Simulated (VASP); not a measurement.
The system is Lu.

```
CELL_PARAMETERS angstrom
3.50708 0.00000 0.00000
-1.75354 3.03722 0.00000
0.00000 0.00000 5.47729
ATOMIC_POSITIONS crystal
Lu 0.33333 0.66667 0.25000
Lu 0.66667 0.33333 0.75000
```

Program: VASP 6.6.1. Alike in all runs: task single point; level PBE; potentials or basis VASP PAW PBE potentials, release 64 (Lu); no spin polarisation; cell as given; cutoff (eV) 520.

Task: Order these runs on this cell by their pressure, lowest first.
A. k mesh 10 × 10 × 6; smearing fermi-dirac 0.6 eV
B. k mesh 2 × 2 × 1; smearing fermi-dirac 0.1 eV
C. k mesh 10 × 10 × 6; smearing fermi-dirac 0.01 eV

Result: B (-9.0 GPa), C (0.1 GPa), A (2.6 GPa).

Caveats: some runs use coarse meshes; so wide a smearing shifts energies and pressures (at least some runs).
